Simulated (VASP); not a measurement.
Set up this calculation in VASP 6.6.1, as the native input.

- Task: single point
- Functional: PBEsol
- Potentials or basis: VASP PAW PBE potentials, release 64 (Be, Se)
- Cutoff: 600 eV
- k mesh: 10 × 10 × 10
- Occupations: gaussian, width 0.02 eV
- Spin: no spin polarisation
- Dipole correction: no
- Further INCAR settings: ALGO = Normal; EDIFF = 1e-06; NBANDS = 11

The structure of BeSe lies in POSCAR:

```
BeSe
1.0
    0.0000000000      2.5643587674      2.5643587674
    2.5643587674      0.0000000000      2.5643587674
    2.5643587674      2.5643587674      0.0000000000
Be Se
1 1
Direct
    0.0000000000      0.0000000000      0.0000000000
    0.2500000000      0.2500000000      0.2500000000
```

One way to write it, as run:

INCAR

```
ALGO = Normal ; EDIFF = 1E-6
ENCUT = 600 ; GGA = PS
GGA_COMPAT = F ; ISIF = 2
ISMEAR = 0 ; LASPH = T
LCHARG = F ; LREAL = F
LWAVE = F ; NBANDS = 11
NELM = 120 ; PREC = Accurate
SIGMA = 0.02
```

KPOINTS

```
k-points
0
Gamma
  10 10 10
```

Potentials or basis: VASP PAW PBE potentials, release 64 (Be, Se).

Launch:

```bash
$ cat potpaw_PBE.64/Be/POTCAR potpaw_PBE.64/Se/POTCAR > POTCAR
$ mpirun -np 1 vasp_std > vasp.out
```

Results of the run:

| Item | Value |
| --- | --- |
| Pressure | 0.3 GPa |
| Band gap on the k mesh | 2.45 eV (least direct gap 4.29 eV) |

Caveat: the PAW data sets were made with another functional, which shifts forces and pressure a little.

It took 41 s on 1 thread of AMD EPYC 7R43 64-Core Processor (Zen 3), on a shared host, peak memory 0.14 GiB.
